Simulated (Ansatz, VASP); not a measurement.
# TiO2 in VASP and in Ansatz

```xyz
3
Lattice="0.0000 2.3968 2.3968 2.3968 0.0000 2.3968 2.3968 2.3968 0.0000" Properties=species:S:1:pos:R:3 pbc="T T T"
Ti    0.0000    0.0000    0.0000
O     1.1984    1.1984    1.1984
O     3.5952    3.5952    3.5952
```

Alike in both runs: task single point; functional r2SCAN; k mesh 3 × 3 × 3; no spin polarisation.

```csv
,VASP,Ansatz
version,VASP 6.6.1,Ansatz 0.2.0
potentials or method,"VASP PAW PBE potentials, release 64 (Ti_sv, O)",plane waves
plane-wave cutoff (eV),660,500
occupations,"gaussian, width 0.01 eV",fixed
valence electrons in the cell,24,24
```

Ansatz gave:

- gap on the k mesh at the Fermi level (eV): 2.42
- pressure (GPa): 0.0

Q: What did VASP give for the same quantities?

A: gap on the k mesh at the Fermi level (eV): 2.46; pressure (GPa): 1.2.

VASP's potentials were made for PBE, not for r2SCAN.

The k mesh is coarse, so the values compare programs but aren't converged.
